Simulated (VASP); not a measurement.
# Be (P1) in VASP: notebook

The runs below take Be through single point, with PBE+D3(BJ).

Everything below comes from runs of VASP 6.6.1. Logs are shortened: lines on timing, memory, paths and dates and some standing lists are left out, and cuts for length are marked.

### 1 The cell of the first run

The typed cell holds 4 atoms: a = 2.168 Å, b = 3.755 Å, c = 3.416 Å, α = 90.00°, β = 90.00°, γ = 90.00°.

### 2 Single point, PBE+D3(BJ)

INCAR

```
SYSTEM = Be
PREC = Accurate ; ENCUT = 520
EDIFF = 1E-6 ; ISMEAR = -1
SIGMA = 0.15 ; LREAL = .False.
LASPH = .True. ; NELM = 100
ALGO = Normal ; ISIF = 2
LWAVE = .False. ; LCHARG = .True.
GGA = PE ; IVDW = 12
LELF = .True. ; LVHAR = .True.
NBANDS = 12
```

KPOINTS

```
regular mesh
0
Gamma
  7 4 5
  0 0 0
```

POSCAR

```
Be
1.0
    2.1680000000      0.0000000000      0.0000000000
    0.0000000000      3.7550000000      0.0000000000
    0.0000000000      0.0000000000      3.4160000000
Be
4
Direct
    0.6344800000      0.8303600000      0.7214500000
    0.3639700000      0.1705400000      0.6803800000
    0.1096437269      0.6879900000      0.2827800000
    0.8273100000      0.3230700000      0.3029100000
```

Potentials or basis: VASP PAW PBE potentials, release 64 (Be).

Launch:

```sh
cat potpaw_PBE.64/Be/POTCAR > POTCAR
mpirun -np 1 vasp_std > vasp.out
```

OUTCAR:

```text
SYSTEM = Be
   PREC = Accurate
   ENCUT = 520
   EDIFF = 1E-6
   ISMEAR = -1
   LREAL = .False.
   LASPH = .True.
   NELM = 100
   ISIF = 2
   GGA = PE
   IVDW = 12
 IVDW          = 12

 ion  position               nearest neighbor table
   1  0.634  0.830  0.721-   2 1.41   3 1.90   3 1.96   2 2.04   3 2.24   3 2.29   4 2.38
   2  0.364  0.171  0.680-   1 1.41   4 1.73   4 1.83   1 2.04   3 2.33
   3  0.110  0.688  0.283-   4 1.50   1 1.90   1 1.96   4 2.07   1 2.24   1 2.29   2 2.33
   4  0.827  0.323  0.303-   3 1.50   2 1.73   2 1.83   3 2.07   1 2.38

  LATTYP: Found a simple orthorhombic cell.
 ALAT       =     2.1680000000
 B/A-ratio  =     1.5756457565
 C/A-ratio  =     1.7320110701

  Lattice vectors:

 A1 = (  -2.1680000000,   0.0000000000,   0.0000000000)
 A2 = (   0.0000000000,   0.0000000000,   3.4160000000)
 A3 = (   0.0000000000,   3.7550000000,   0.0000000000)

Analysis of symmetry for initial positions (statically):
=====================================================================
 Subroutine PRICEL returns:
 Original cell was already a primitive cell.

 Routine SETGRP: Setting up the symmetry group for a
 simple orthorhombic supercell.

 Subroutine GETGRP returns: Found  1 space group operations
 (whereof  1 operations were pure point group operations)
 out of a pool of  8 trial point group operations.

The static configuration has the point symmetry C_1 .

Analysis of symmetry for dynamics (positions and initial velocities):
=====================================================================
 Subroutine PRICEL returns:
 Original cell was already a primitive cell.

 Routine SETGRP: Setting up the symmetry group for a
 simple orthorhombic supercell.

 Subroutine GETGRP returns: Found  1 space group operations
 (whereof  1 operations were pure point group operations)
 out of a pool of  8 trial point group operations.

The dynamic configuration has the point symmetry C_1 .

 Subroutine INISYM returns: Found  1 space group operations
 (whereof  1 operations are pure point group operations),
 and found     1 'primitive' translations

----------------------------------------------------------------------------------------

                                     Primitive cell

  volume of cell :      27.8091

  direct lattice vectors                    reciprocal lattice vectors
     2.168000000  0.000000000  0.000000000     0.461254613  0.000000000  0.000000000
     0.000000000  3.755000000  0.000000000     0.000000000  0.266311585  0.000000000
     0.000000000  0.000000000  3.416000000     0.000000000  0.000000000  0.292740047

  length of vectors
     2.168000000  3.755000000  3.416000000     0.461254613  0.266311585  0.292740047

  position of ions in fractional coordinates (direct lattice)
     0.634480000  0.830360000  0.721450000
     0.363970000  0.170540000  0.680380000
     0.109643727  0.687990000  0.282780000
     0.827310000  0.323070000  0.302910000

  ion indices of the primitive-cell ions
   primitive index   ion index
                 1           1
                 2           2
                 3           3
                 4           4

----------------------------------------------------------------------------------------

 KPOINTS: regular mesh

Automatic generation of k-mesh.
 Grid dimensions read from file:
 generate k-points for:    7    4    5

 Generating k-lattice:

  Cartesian coordinates                     Fractional coordinates (reciprocal lattice)
     0.065893516  0.000000000  0.000000000     0.142857143  0.000000000  0.000000000
     0.000000000  0.066577896  0.000000000     0.000000000  0.250000000  0.000000000
     0.000000000  0.000000000  0.058548009     0.000000000  0.000000000  0.200000000

  Length of vectors
     0.065893516  0.066577896  0.058548009

  Shift w.r.t. Gamma in fractional coordinates (k-lattice)
     0.000000000  0.000000000  0.000000000

 Subroutine IBZKPT returns following result:
 ===========================================

 Found     71 irreducible k-points:

 Following reciprocal coordinates:
            Coordinates               Weight
  0.000000  0.000000  0.000000      1.000000
  0.142857  0.000000  0.000000      2.000000
  0.285714  0.000000  0.000000      2.000000
  0.428571  0.000000  0.000000      2.000000
  0.000000  0.250000  0.000000      2.000000
  0.142857  0.250000  0.000000      2.000000
[... 16 lines left out ...]
  0.000000  0.250000  0.200000      2.000000
  0.000000 -0.250000  0.200000      2.000000
 [... further k-points ...]
   k-points           NKPTS =     71   k-points in BZ     NKDIM =     71   number of bands    NBANDS=     12
   number of dos      NEDOS =    301   number of ions     NIONS =      4
   total plane-waves  NPLWV =  12544
   dimension x,y,z NGX =    16 NGY =   28 NGZ =   28
   dimension x,y,z NGXF=    32 NGYF=   56 NGZF=   56
   ions per type =               4
   NGX,Y,Z   is equivalent  to a cutoff of  12.27, 12.40, 13.63 a.u.
   NGXF,Y,Z  is equivalent  to a cutoff of  24.54, 24.79, 27.25 a.u.
 SYSTEM =  Be
   PREC   = accura    normal or accurate (medium, high low for compatibility)
   ISTART =      0    job   : 0-new  1-cont  2-samecut
   ICHARG =      2    charge: 1-file 2-atom 10-const
   ISPIN  =      1    spin polarized calculation?
   LNONCOLLINEAR =      F non collinear calculations
   LSORBIT =      F    spin-orbit coupling
   LASPH  =      T    aspherical Exc in radial PAW
   ENCUT  =  520.0 eV  38.22 Ry    6.18 a.u.   4.03  6.98  6.35*2*pi/ulx,y,z
   NELM   =    100;   NELMIN=  2; NELMDL= -5     # of ELM steps
   EDIFF  = 0.1E-05   stopping-criterion for ELM
   LREAL  =      F    real-space projection
   EDIFFG = 0.1E-04   stopping-criterion for IOM
   NSW    =      0    number of steps for IOM
   IBRION =     -1    ionic relax: 0-MD 1-quasi-New 2-CG
   NFREE  =      0    steps in history (QN), initial steepest desc. (CG)
   ISIF   =      2    stress and relaxation
   ISYM   =      2    0-nonsym 1-usesym 2-fastsym
   POTIM  = 0.5000    time-step for ionic-motion
   TEBEG  =    0.0;   TEEND  =   0.0 temperature during run
   PSTRESS=    0.0 pullay stress
   NELECT =       8.0000    total number of electrons
   NUPDOWN=      -1.0000    fix difference up-down
   EMIN   =  10.00;   EMAX   =-10.00  energy-range for DOS
   EFERMI =   0.00;   METHOD = LEGACY
   ISMEAR =    -1;   SIGMA  =   0.15  broadening in eV -4-tet -1-fermi 0-gaus
   EFERMI_NEDOS =   21; number of points for ismear=-14 and -15
   IALGO  =     38    algorithm
   IMIX   =      4    mixing-type and parameters
     AMIX     =   0.40;   BMIX     =  1.00
     AMIX_MAG =   1.60;   BMIX_MAG =  1.00
  volume/ion in A,a.u.               =       6.95        46.92
  Fermi-wavevector in a.u.,A,eV,Ry     =   1.080710  2.042246 15.890705  1.167934
  Thomas-Fermi vector in A             =   2.216708
   LORBIT       =      0    0 simple, 1 ext, 2 COOP (PROOUT), +10 PAW based schemes
   GGA     = PE    functional components
   LHFCALC =     F    Hartree Fock is set to
   AEXX    =    0.0000 exact exchange contribution
   IVDW    =    12    specifies the selected vdW correction
   LEPSILON=     F    determine dielectric tensor
   LRPA    =     F    only Hartree local field effects (RPA)
 non-spin polarized calculation
  energy-cutoff  :      520.00
  volume of cell :       27.81
 maximum number of plane-waves:       762
   NGX =  9   NGY = 13   NGZ = 13

 number of electron       8.0000000 magnetization

 Free energy of the ion-electron system (eV)
  ---------------------------------------------------
  ext. energy  EPLUGINS =         0.00000000
  ---------------------------------------------------
  free energy    TOTEN  =        -8.14230020 eV

  energy without entropy =       -8.10626664  energy(sigma->0) =       -8.12428342

 E-fermi :   7.5006     XC(G=0): -10.9025

 val. band max:        7.3771733704   @ k =   0.1429   0.0000   0.4000
 cond. band min:       7.5799807242   @ k =   0.2857   0.5000   0.0000
 fundamental gap:      0.2028073539
 Fermi energy:         7.5005844530

 k-point     1 :       0.0000    0.0000    0.0000
  band No.  band energies     occupation
      1      -3.8774      2.00000
      2       1.9541      2.00000
      3       3.3215      2.00000
      4       5.9482      1.99994
      5       8.8814      0.00020
      6      11.3215      0.00000
      7      12.6780      0.00000
      8      15.8047      0.00000
      9      17.3612      0.00000
     10      18.9685      0.00000
     11      21.2334      0.00000
     12      25.7178      0.00000

 k-point     2 :       0.1429    0.0000    0.0000
  band No.  band energies     occupation
      1      -3.4522      2.00000
      2       2.4587      2.00000
      3       3.9389      2.00000
      4       6.1235      1.99979
      5       8.8072      0.00033
      6      11.8554      0.00000
      7      13.0892      0.00000
      8      13.2327      0.00000
      9      16.3089      0.00000
     10      20.0695      0.00000
     11      21.8388      0.00000
     12      22.1691      0.00000

 k-point     3 :       0.2857    0.0000    0.0000
  band No.  band energies     occupation
      1      -2.1752      2.00000
      2       3.7706      2.00000
      3       5.7190      1.99999
      4       6.5796      1.99570
      5       7.0516      1.90452
      6      10.5758      0.00000
      7      13.2597      0.00000
      8      14.6922      0.00000
      9      16.5918      0.00000
     10      18.2443      0.00000
     11      19.4932      0.00000
     12      20.1531      0.00000
[... 286 lines left out ...]
 k-point    23 :       0.0000    0.2500    0.2000
  band No.  band energies     occupation
      1      -3.0744      2.00000
      2       0.4671      2.00000
      3       2.2605      2.00000
      4       6.5538      1.99638
      5       8.8558      0.00024
      6      11.7434      0.00000
      7      12.7093      0.00000
      8      17.8748      0.00000
      9      19.5539      0.00000
     10      20.3453      0.00000
     11      21.9389      0.00000
     12      25.6218      0.00000

 k-point    24 :       0.0000   -0.2500    0.2000
  band No.  band energies     occupation
      1      -3.0789      2.00000
      2       0.4897      2.00000
      3       2.3006      2.00000
      4       6.3887      1.99879
      5       8.6027      0.00129
      6      12.0784      0.00000
      7      13.2933      0.00000
      8      17.1356      0.00000
      9      19.5318      0.00000
     10      20.3116      0.00000
     11      22.0363      0.00000
     12      25.5220      0.00000

 [... further k-points ...]

------------------------ aborting loop because EDIFF is reached ----------------------------------------

 Edisp (eV)   -1.62376

 E8    (eV) :    -0.5639

  FORCE on cell =-STRESS in cart. coord.  units (eV):
  Direction    XX          YY          ZZ          XY          YZ          ZX
  --------------------------------------------------------------------------------------
  -------------------------------------------------------------------------------------
  Total       6.89802    20.74203     4.14258    -1.29745    -2.74332    -0.55060
  in kB     397.41850  1195.01864   238.66797   -74.75069  -158.05203   -31.72172
  external pressure =      610.37 kB  Pullay stress =        0.00 kB

 VOLUME and BASIS-vectors are now :
 -----------------------------------------------------------------------------
  energy-cutoff  :      520.00
  volume of cell :       27.81
      direct lattice vectors                 reciprocal lattice vectors
     2.168000000  0.000000000  0.000000000     0.461254613  0.000000000  0.000000000
     0.000000000  3.755000000  0.000000000     0.000000000  0.266311585  0.000000000
     0.000000000  0.000000000  3.416000000     0.000000000  0.000000000  0.292740047

 POSITION                                       TOTAL-FORCE (eV/Angst)
 -----------------------------------------------------------------------------------
      1.37555      3.11800      2.46447         5.527268     -9.920811      2.905778
      0.78909      0.64038      2.32418        -6.705986      8.931760      2.818428
      0.23771      2.58340      0.96598         4.902018      7.305371     -2.030230
      1.79361      1.21313      1.03474        -3.723300     -6.316320     -3.693976
 -----------------------------------------------------------------------------------
    total drift:                               -0.000013      0.000013      0.000068

  FREE ENERGIE OF THE ION-ELECTRON SYSTEM (eV)
  ---------------------------------------------------
  free  energy   TOTEN  =        -9.7660555458 eV

  energy  without entropy=       -9.7300219807  energy(sigma->0) =       -9.74803876
```

It took 16 s on 1 thread of Intel Xeon 8259CL, shared host; peak memory 0.15 GiB.

Results:

```
Free energy                : -9.7661 eV
Pressure                   : 61.0 GPa
Largest force              : 11.722 eV/Å
Band gap on the k mesh     : zero (bands 4 and 5 overlap by 0.88 eV)
Dispersion energy per atom : -0.406 eV
```

Forces in eV/Å, atoms in the order of the input:
```
Be   5.527 -9.921  2.906
Be  -6.706  8.932  2.818
Be   4.902  7.305 -2.030
Be  -3.723 -6.316 -3.694
```

Levels at points of the mesh, in eV from the Fermi level:
```csv
k point,band 1,band 2,band 3,band 4,band 5,band 6,band 7,band 8
"(0.00, 0.00, 0.00)",-11.38,-5.55,-4.18,-1.55,1.38,3.82,5.18,8.30
"(0.00, 0.50, 0.00)",-9.66,-9.44,-2.06,-1.45,2.02,2.66,6.32,6.87
```

Caveat: the k points lie up to 0.42 Å⁻¹ apart, too coarse for converged energies and pressures of a metal; three body term missing; forces of over 1 eV/Å act on the atoms, so gaps and moduli don't describe the material at rest.

### 3 Single point, PBE+D3(BJ)

INCAR

```
SYSTEM = Be
PREC     = Accurate       ! precision mode
ENCUT    = 520            ! plane-wave cutoff, eV
EDIFF    = 1E-6           ! SCF threshold, eV
ISMEAR   = -1             ! smearing method
SIGMA    = 0.15           ! smearing width, eV
LREAL    = .False.        ! projectors in reciprocal space
LASPH    = .True.         ! aspherical terms in the spheres
NELM     = 80             ! most SCF steps
ALGO     = Normal         ! electronic algorithm
ISIF     = 2              ! what is computed and relaxed
LWAVE    = .False.        ! write WAVECAR
LCHARG   = .True.         ! write CHGCAR
GGA      = PE             ! functional
IVDW     = 12             ! dispersion correction
LELF     = .True.         ! ELF
LVHAR    = .True.       
NBANDS   = 12             ! bands
```

KPOINTS

```
Automatic mesh
0
Gamma
  7 4 5
  0 0 0
```

Edit POSCAR of step 2 so:

```diff
@@ -10,3 +10,3 @@
     0.3639700000      0.1705400000      0.6803800000
-    0.1096437269      0.6879900000      0.2827800000
+    0.1211750923      0.6879900000      0.2827800000
     0.8273100000      0.3230700000      0.3029100000
```

Potentials or basis: VASP PAW PBE potentials, release 64 (Be).

Launch:

```sh
cat potpaw_PBE.64/Be/POTCAR > POTCAR
mpirun -np 1 vasp_std > vasp.out
```

It took 18 s on 1 thread of Intel Xeon 8259CL, shared host; peak memory 0.15 GiB.

Results (log left out):

```
Free energy                : -9.8851 eV
Pressure                   : 60.5 GPa
Largest force              : 11.802 eV/Å
Band gap on the k mesh     : zero (bands 4 and 5 overlap by 0.88 eV)
Dispersion energy per atom : -0.406 eV
```

Forces on the atoms (eV/Å):
```
Be   5.688 -9.929  2.889
Be  -6.695  8.942  2.824
Be   4.615  7.004 -2.009
Be  -3.608 -6.017 -3.704
```

Stress tensor (GPa, compression positive):
```
 40.84  -7.82  -2.46
 -7.82 117.05 -15.68
 -2.46 -15.68  23.69
```

Levels at points of the mesh, in eV from the Fermi level:
| k point | band 1 | band 2 | band 3 | band 4 | band 5 | band 6 | band 7 | band 8 | band 9 |
| --- | --- | --- | --- | --- | --- | --- | --- | --- | --- |
| (0.00, 0.00, 0.00) | -11.37 | -5.53 | -4.16 | -1.55 | 1.39 | 3.85 | 5.20 | 8.32 | 9.88 |
| (0.00, 0.50, 0.00) | -9.66 | -9.43 | -2.04 | -1.43 | 2.03 | 2.67 | 6.34 | 6.91 | 12.36 |

Caveat: the k points lie up to 0.42 Å⁻¹ apart, too coarse for converged energies and pressures of a metal; three body term missing; forces of over 1 eV/Å act on the atoms, so gaps and moduli don't describe the material at rest.

[end of part 1 of 2]
